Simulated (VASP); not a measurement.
# KTa6 in VASP: a series of runs

KTa6 is run at these levels: PBEsol; tasks: single point.

All numbers are computed with VASP 6.6.1; they aren't measurements. Logs are shortened: lines on timing, memory, paths and dates and some standing lists are left out, and cuts for length are marked.

### 1 The cell of the first run

The cell holds a slab with vacuum, 7 atoms: a = 4.639 Å, b = 4.639 Å, c = 19.944 Å, α = 90.00°, β = 90.00°, γ = 120.00°.

### 2 Single point, PBEsol

INCAR

```
SYSTEM = KTa6
PREC     = Accurate       ! precision mode
ENCUT    = 520            ! plane-wave cutoff, eV
EDIFF    = 1E-6           ! SCF threshold, eV
ISMEAR   = 0              ! smearing method
SIGMA    = 0.1            ! smearing width, eV
LREAL    = .False.        ! projectors in reciprocal space
LASPH    = .True.         ! aspherical terms in the spheres
NELM     = 80             ! most SCF steps
ALGO     = Normal         ! electronic algorithm
ISIF     = 2              ! what is computed and relaxed
LWAVE    = .False.        ! write WAVECAR
LCHARG   = .False.        ! write CHGCAR
LDIPOL   = .True.       
IDIPOL   = 3            
DIPOL    = 0.5 0.5 0.353
GGA      = PS             ! functional
NBANDS   = 46             ! bands
```

KPOINTS

```
regular mesh
0
Gamma
  6 6 1
  0 0 0
```

POSCAR

```
KTa6
1.0
    4.6392671641      0.0000000000      0.0000000000
   -2.3196335820      4.0177232190      0.0000000000
    0.0000000000      0.0000000000     19.9438808521
Ta K
6 1
Direct
    0.6666666667      0.3333333333      0.2005627706
    0.3333333333      0.6666666667      0.2480453269
    0.0000000000      0.0000000000      0.2955278831
    0.6666666667      0.3333333333      0.3400187729
    0.3333333333      0.6666666667      0.3814681516
    0.0000000000      0.0000000000      0.4233820346
    0.0000000000      0.2222222222      0.5842405213
```

Potentials or basis: VASP PAW PBE potentials, release 64 (Ta_pv, K_sv).

Started as:

```console
cat potpaw_PBE.64/Ta_pv/POTCAR potpaw_PBE.64/K_sv/POTCAR > POTCAR
mpirun -np 1 vasp_std > vasp.out
```

OUTCAR:

```text
SYSTEM = KTa6
   PREC = Accurate
   ENCUT = 520
   EDIFF = 1E-6
   ISMEAR = 0
   LREAL = .False.
   LASPH = .True.
   NELM = 80
   ISIF = 2
   GGA = PS

 ion  position               nearest neighbor table
   1  0.667  0.333  0.201-   4 2.78   2 2.84   2 2.84   2 2.84   3 3.28   3 3.28   3 3.28
   2  0.333  0.667  0.248-   5 2.66   3 2.84   3 2.84   3 2.84   1 2.84   1 2.84   1 2.84   4 3.25
                             4 3.25   4 3.25
   3  0.000  0.000  0.296-   6 2.55   4 2.82   4 2.82   4 2.82   2 2.84   2 2.84   2 2.84   5 3.18
                             5 3.18   5 3.18   1 3.28   1 3.28   1 3.28
   4  0.667  0.333  0.340-   1 2.78   5 2.80   5 2.80   5 2.80   3 2.82   3 2.82   3 2.82   6 3.15
                             6 3.15   6 3.15   2 3.25   2 3.25   2 3.25
   5  0.333  0.667  0.381-   2 2.66   4 2.80   4 2.80   4 2.80   6 2.81   6 2.81   6 2.81   3 3.18
                             3 3.18   3 3.18
   6  0.000  0.000  0.423-   3 2.55   5 2.81   5 2.81   5 2.81   4 3.15   4 3.15   4 3.15   7 3.37

   7  0.000  0.222  0.584-   6 3.37

  LATTYP: Found a hexagonal cell.
 ALAT       =     4.6392671641
 C/A-ratio  =     4.2989291512

  Lattice vectors:

 A1 = (   4.6392671641,   0.0000000000,   0.0000000000)
 A2 = (  -2.3196335820,   4.0177232190,   0.0000000000)
 A3 = (   0.0000000000,   0.0000000000,  19.9438808521)

Analysis of symmetry for initial positions (statically):
=====================================================================
 Subroutine PRICEL returns:
 Original cell was already a primitive cell.

 Routine SETGRP: Setting up the symmetry group for a
 hexagonal supercell.

 Subroutine GETGRP returns: Found  1 space group operations
 (whereof  1 operations were pure point group operations)
 out of a pool of 24 trial point group operations.

The static configuration has the point symmetry C_1 .

Analysis of symmetry for dynamics (positions and initial velocities):
=====================================================================
 Subroutine PRICEL returns:
 Original cell was already a primitive cell.

 Routine SETGRP: Setting up the symmetry group for a
 hexagonal supercell.

 Subroutine GETGRP returns: Found  1 space group operations
 (whereof  1 operations were pure point group operations)
 out of a pool of 24 trial point group operations.

The dynamic configuration has the point symmetry C_1 .

 Subroutine INISYM returns: Found  1 space group operations
 (whereof  1 operations are pure point group operations),
 and found     1 'primitive' translations

----------------------------------------------------------------------------------------

                                     Primitive cell

  volume of cell :     371.7398

  direct lattice vectors                    reciprocal lattice vectors
     4.639267164  0.000000000  0.000000000     0.215551285  0.124448593  0.000000000
    -2.319633582  4.017723219  0.000000000     0.000000000  0.248897185  0.000000000
     0.000000000  0.000000000 19.943880852     0.000000000  0.000000000  0.050140693

  length of vectors
     4.639267164  4.639267164 19.943880852     0.248897185  0.248897185  0.050140693

  position of ions in fractional coordinates (direct lattice)
     0.666666667  0.333333333  0.200562771
     0.333333333  0.666666667  0.248045327
     0.000000000  0.000000000  0.295527883
     0.666666667  0.333333333  0.340018773
     0.333333333  0.666666667  0.381468152
     0.000000000  0.000000000  0.423382035
     0.000000000  0.222222222  0.584240521

  ion indices of the primitive-cell ions
   primitive index   ion index
                 1           1
                 2           2
                 3           3
                 4           4
                 5           5
                 6           6
                 7           7

----------------------------------------------------------------------------------------

 KPOINTS: regular mesh

Automatic generation of k-mesh.
 Grid dimensions read from file:
 generate k-points for:    6    6    1

 Generating k-lattice:

  Cartesian coordinates                     Fractional coordinates (reciprocal lattice)
     0.035925214  0.020741432  0.000000000     0.166666667  0.000000000  0.000000000
     0.000000000  0.041482864  0.000000000     0.000000000  0.166666667  0.000000000
     0.000000000  0.000000000  0.050140693     0.000000000  0.000000000  1.000000000

  Length of vectors
     0.041482864  0.041482864  0.050140693

  Shift w.r.t. Gamma in fractional coordinates (k-lattice)
     0.000000000  0.000000000  0.000000000

 Subroutine IBZKPT returns following result:
 ===========================================

 Found     20 irreducible k-points:

 Following reciprocal coordinates:
            Coordinates               Weight
  0.000000  0.000000  0.000000      1.000000
  0.166667  0.000000  0.000000      2.000000
  0.000000  0.166667  0.000000      2.000000
 -0.166667  0.166667  0.000000      2.000000
  0.333333 -0.000000  0.000000      2.000000
  0.000000  0.333333  0.000000      2.000000
[... 12 lines left out ...]
  0.500000 -0.166667  0.000000      2.000000
  0.333333  0.333333  0.000000      2.000000
   k-points           NKPTS =     20   k-points in BZ     NKDIM =     20   number of bands    NBANDS=     46
   number of dos      NEDOS =    301   number of ions     NIONS =      7
   total plane-waves  NPLWV = 194400
   dimension x,y,z NGX =    36 NGY =   36 NGZ =  150
   dimension x,y,z NGXF=    72 NGYF=   72 NGZF=  300
   ions per type =               6   1
   NGX,Y,Z   is equivalent  to a cutoff of  12.90, 12.90, 12.50 a.u.
   NGXF,Y,Z  is equivalent  to a cutoff of  25.80, 25.80, 25.01 a.u.
 SYSTEM =  KTa6
   PREC   = accura    normal or accurate (medium, high low for compatibility)
   ISTART =      0    job   : 0-new  1-cont  2-samecut
   ICHARG =      2    charge: 1-file 2-atom 10-const
   ISPIN  =      1    spin polarized calculation?
   LNONCOLLINEAR =      F non collinear calculations
   LSORBIT =      F    spin-orbit coupling
   LASPH  =      T    aspherical Exc in radial PAW
   ENCUT  =  520.0 eV  38.22 Ry    6.18 a.u.   8.63  8.63 37.08*2*pi/ulx,y,z
   NELM   =     80;   NELMIN=  2; NELMDL= -5     # of ELM steps
   EDIFF  = 0.1E-05   stopping-criterion for ELM
   LREAL  =      F    real-space projection
   EDIFFG = 0.1E-04   stopping-criterion for IOM
   NSW    =      0    number of steps for IOM
   IBRION =     -1    ionic relax: 0-MD 1-quasi-New 2-CG
   NFREE  =      0    steps in history (QN), initial steepest desc. (CG)
   ISIF   =      2    stress and relaxation
   ISYM   =      2    0-nonsym 1-usesym 2-fastsym
   POTIM  = 0.5000    time-step for ionic-motion
   TEBEG  =    0.0;   TEEND  =   0.0 temperature during run
   PSTRESS=    0.0 pullay stress
   NELECT =      75.0000    total number of electrons
   NUPDOWN=      -1.0000    fix difference up-down
   EMIN   =  10.00;   EMAX   =-10.00  energy-range for DOS
   EFERMI =   0.00;   METHOD = LEGACY
   ISMEAR =     0;   SIGMA  =   0.10  broadening in eV -4-tet -1-fermi 0-gaus
   EFERMI_NEDOS =   21; number of points for ismear=-14 and -15
   IALGO  =     38    algorithm
   IMIX   =      4    mixing-type and parameters
     AMIX     =   0.40;   BMIX     =  1.00
     AMIX_MAG =   1.60;   BMIX_MAG =  1.00
  volume/ion in A,a.u.               =      53.11       358.37
  Fermi-wavevector in a.u.,A,eV,Ry     =   0.960172  1.814461 12.543615  0.921930
  Thomas-Fermi vector in A             =   2.089432
   LORBIT       =      0    0 simple, 1 ext, 2 COOP (PROOUT), +10 PAW based schemes
   GGA     = PS    functional components
   LHFCALC =     F    Hartree Fock is set to
   AEXX    =    0.0000 exact exchange contribution
   IVDW    =     0    specifies the selected vdW correction
   LEPSILON=     F    determine dielectric tensor
   LRPA    =     F    only Hartree local field effects (RPA)
 non-spin polarized calculation
 Gauss-broadening in eV      SIGMA  =   0.10
  energy-cutoff  :      520.00
  volume of cell :      371.74
 maximum number of plane-waves:     10037
 NGX is ok and might be reduce to    36
   NGX = 17   NGY = 17   NGZ = 75

 dipolmoment           0.000000      0.000000      0.230877 electrons x Angstroem

 number of electron      75.0000006 magnetization

 dipolmoment           0.000000      0.000000     -0.125634 electrons x Angstroem

 Free energy of the ion-electron system (eV)
  ---------------------------------------------------
  ext. energy  EPLUGINS =         0.00000000
  ---------------------------------------------------
  free energy    TOTEN  =       -69.45136888 eV

  energy without entropy =      -69.41265130  energy(sigma->0) =      -69.43201009

 E-fermi :   0.0745     XC(G=0):  -5.8201

 val. band max:        0.0704335114   @ k =  -0.3333   0.1667   0.0000
 cond. band min:       0.1100504235   @ k =   0.3333  -0.0000   0.0000
 fundamental gap:      0.0396169121
 Fermi energy:         0.0745368817

 k-point     1 :       0.0000    0.0000    0.0000
  band No.  band energies     occupation
      1     -34.6478      2.00000
      2     -34.4616      2.00000
      3     -34.3240      2.00000
      4     -34.3224      2.00000
      5     -34.1435      2.00000
      6     -34.1417      2.00000
[... 38 lines left out ...]
     45       2.4247      0.00000
     46       2.4397      0.00000

 k-point     2 :       0.1667    0.0000    0.0000
  band No.  band energies     occupation
      1     -34.6564      2.00000
      2     -34.4802      2.00000
      3     -34.3647      2.00000
      4     -34.3365      2.00000
      5     -34.2238      2.00000
      6     -34.1889      2.00000
[... 874 lines left out ...]
 k-point    20 :       0.3333    0.3333    0.0000
  band No.  band energies     occupation
      1     -34.6881      2.00000
      2     -34.5788      2.00000
      3     -34.3734      2.00000
      4     -34.3005      2.00000
      5     -34.2907      2.00000
      6     -34.1847      2.00000
[... 38 lines left out ...]
     45       1.5434      0.00000
     46       1.8219      0.00000

------------------------ aborting loop because EDIFF is reached ----------------------------------------

 vacuum level on the upper side and lower side of the slab       (xc-potential included)        -1.443        -0.038

  FORCE on cell =-STRESS in cart. coord.  units (eV):
  Direction    XX          YY          ZZ          XY          YZ          ZX
  --------------------------------------------------------------------------------------
  -------------------------------------------------------------------------------------
  Total       -5.1477438     -5.1014358     -3.5947118     -0.1510058      0.6162258     -0.4087835
  in kB      -22.1864819    -21.9868967    -15.4930023     -0.6508264      2.6558981     -1.7618335
  external PRESSURE =     -19.8887936 kB  Pullay stress =       0.0000000 kB

 VOLUME and BASIS-vectors are now :
 -----------------------------------------------------------------------------
  energy-cutoff  :      520.00
  volume of cell :      371.74
      direct lattice vectors                 reciprocal lattice vectors
     4.639267164  0.000000000  0.000000000     0.215551285  0.124448593  0.000000000
    -2.319633582  4.017723219  0.000000000     0.000000000  0.248897185  0.000000000
     0.000000000  0.000000000 19.943880852     0.000000000  0.000000000  0.050140693

 POSITION                                       TOTAL-FORCE (eV/Angst)
 -----------------------------------------------------------------------------------
      2.31963      1.33924      4.00000        -0.003187      0.010664      1.807558
     -0.00000      2.67848      4.94699        -0.000592     -0.001895     -0.042987
      0.00000      0.00000      5.89397         0.005749     -0.013354     -1.819773
      2.31963      1.33924      6.78129         0.000790      0.020185      0.063446
     -0.00000      2.67848      7.60796        -0.002641     -0.004837      0.255365
      0.00000      0.00000      8.44388         0.128000     -0.214033     -0.259830
     -0.51547      0.89283     11.65202        -0.128118      0.203271     -0.003779
 -----------------------------------------------------------------------------------
    total drift:                               -0.000046      0.000084      0.000192

  FREE ENERGIE OF THE ION-ELECTRON SYSTEM (eV)
  ---------------------------------------------------
  free  energy   TOTEN  =       -69.4513688817 eV

  energy  without entropy=      -69.4126512983  energy(sigma->0) =      -69.43201009

 vacuum level on the upper side and lower side of the slab         1.503         2.943
```

Run time: 17 min. Hardware: 1 thread of Oxide Virtual Turin-like, shared host; peak memory 0.58 GiB.

Results:

```
Free energy            : -69.4514 eV
Largest force          : 1.820 eV/Å
Band gap on the k mesh : zero (an odd number of electrons rules out a gap without spin polarisation)
```

Forces on the atoms (eV/Å):
```
Ta  -0.003  0.011  1.808
Ta  -0.001 -0.002 -0.043
Ta   0.006 -0.013 -1.820
Ta   0.001  0.020  0.063
Ta  -0.003 -0.005  0.255
Ta   0.128 -0.214 -0.260
K   -0.128  0.203 -0.004
```

Caveat: the PAW data sets were made with another functional, which shifts forces and pressure a little; spin-orbit coupling is left out, which moves the levels of the heavy elements.

### 3 Single point, PBEsol

INCAR

```
SYSTEM = KTa6
PREC = Accurate
ENCUT = 520
EDIFF = 1E-6
ISMEAR = 0
SIGMA = 0.1
LREAL = .False.
LASPH = .True.
NELM = 80
ALGO = Normal
ISIF = 2
LWAVE = .False.
LCHARG = .False.
LDIPOL = .True.
IDIPOL = 3
DIPOL = 0.5 0.5 0.349
GGA = PS
NBANDS = 46
```

KPOINTS is that of step 2.

POSCAR: that of step 2 with these lines changed.

```diff
@@ -14,2 +14,2 @@
     0.0000000000      0.0000000000      0.4233820346
-    0.0000000000      0.2222222222      0.5842405213
+    0.0000000000      0.4444444444      0.5574206574
```

Potentials or basis: VASP PAW PBE potentials, release 64 (Ta_pv, K_sv).

Started as:

```console
cat potpaw_PBE.64/Ta_pv/POTCAR potpaw_PBE.64/K_sv/POTCAR > POTCAR
mpirun -np 1 vasp_std > vasp.out
```

Wall time 20 min (1 thread of Oxide Virtual Turin-like, shared host); peak memory 0.58 GiB.

The run converged. Its results:

```
Free energy            : -69.7521 eV
Largest force          : 1.831 eV/Å
Band gap on the k mesh : zero (an odd number of electrons rules out a gap without spin polarisation)
```

Forces in eV/Å, atoms in the order of the input:
```
Ta   0.006  0.013  1.769
Ta  -0.006 -0.005 -0.005
Ta  -0.011 -0.024 -1.831
Ta   0.036  0.040  0.070
Ta   0.008  0.026  0.188
Ta   0.140 -0.158 -0.196
K   -0.172  0.109  0.005
```

Levels at points of the mesh, in eV from the Fermi level:
```
           k point  band 34  band 35  band 36  band 37  band 38  band 39  band 40  band 41
(0.00, 0.00, 0.00)    -1.08    -0.98    -0.97    -0.42    -0.41     0.14     0.21     0.22
(0.50, 0.00, 0.00)    -1.14    -0.97    -0.71    -0.30    -0.08     0.08     0.82     1.03
(0.00, 0.50, 0.00)    -1.12    -0.97    -0.69    -0.30    -0.02     0.09     0.80     1.03
(0.50, 0.50, 0.00)    -1.12    -0.97    -0.70    -0.30    -0.03     0.10     0.80     1.02
```

Caveat: the PAW data sets were made with another functional, which shifts forces and pressure a little; spin-orbit coupling is left out, which moves the levels of the heavy elements.

The gap in the log of VASP goes by the Fermi energy; the results here count the filled bands.